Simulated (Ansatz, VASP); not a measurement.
## One calculation of WSe2, two programs

The input INCAR:

```
SYSTEM = WSe2
PREC = Accurate
ENCUT = 520
EDIFF = 1E-7
ISMEAR = 0
SIGMA = 0.05
LREAL = .FALSE.
LASPH = .TRUE.
NELM = 100
ALGO = Normal
ISIF = 2
LWAVE = .FALSE.
LCHARG = .FALSE.
GGA = PS
NBANDS = 35
```

Contents of KPOINTS:

```
Automatic mesh
0
G
  9 9 2
  0 0 0
```

Contents of POSCAR:

```
WSe2
1.0
    3.2705808386      0.0000000000      0.0000000000
   -1.6352904193      2.8324060913      0.0000000000
    0.0000000000      0.0000000000     23.9869951139
W Se
2 4
Direct
    0.4974918236      0.3333333333      0.1030200584
    0.3333333333      0.6666666667      0.8623778584
    0.3333333333      0.6666666667      0.2073407565
    0.6666666667      0.3333333333      0.9321940382
    0.3333333333      0.6666666667      0.0678059618
    0.6666666667      0.3333333333      0.7926592435
```

Input for Ansatz:

```yaml
crystal:
  lattice:
    - [3.2705808386, 0.0, 0.0]
    - [-1.6352904193, 2.8324060913, 0.0]
    - [0.0, 0.0, 23.9869951139]
  atoms:
    - { symbol: W, position: [0.4974918236, 0.3333333333, 0.1030200584] }
    - { symbol: W, position: [0.3333333333, 0.6666666667, 0.8623778584] }
    - { symbol: Se, position: [0.3333333333, 0.6666666667, 0.2073407565] }
    - { symbol: Se, position: [0.6666666667, 0.3333333333, 0.9321940382] }
    - { symbol: Se, position: [0.3333333333, 0.6666666667, 0.0678059618] }
    - { symbol: Se, position: [0.6666666667, 0.3333333333, 0.7926592435] }
basis:
  ecutwfc: 420
kpoints:
  mp_grid: { grid: [9, 9, 2] }
hamiltonian:
  xc: pbesol
  pseudopotentials: { kind: paw, azcp: { folder: soft_1 } }
scf:
  occupations: { method: gaussian, width: 0.05 }
output:
  forces: true
  stress: true
  eigenvalues: true
  write_density: true
  write_potential: true
  elf: true
  volumetric_format: npy
```

Alike in both runs: task single point; functional PBEsol; k mesh 9 × 9 × 2; occupations gaussian, width 0.05 eV; no spin polarisation.

```csv
,VASP,Ansatz
version,VASP 6.6.1,Ansatz 0.2.0
potentials or method,"VASP PAW PBE potentials, release 64 (W_sv, Se), cutoff 520 eV","scalar-relativistic, plane waves, PAW"
valence electrons in the cell,52,92
```

```csv
,VASP,Ansatz,Ansatz less VASP
gap on the k mesh at the Fermi level (eV),none,none,-
rms of the force components (eV/Å),16.935,17.141,+0.2069
```

VASP's potentials were made for PBE, not for PBEsol, and Ansatz warns of the same on its side. Atom by atom the forces differ by 0.213 eV/Å (rms over components). A gap of «none» marks a metal or a gap that the smearing closes. VASP's potentials hold 52 valence electrons a cell and Ansatz's 92, so a difference there can come from the potentials and not from the codes. Ansatz's warnings: xc potential rough in thin density.

Spin-orbit coupling is off throughout.
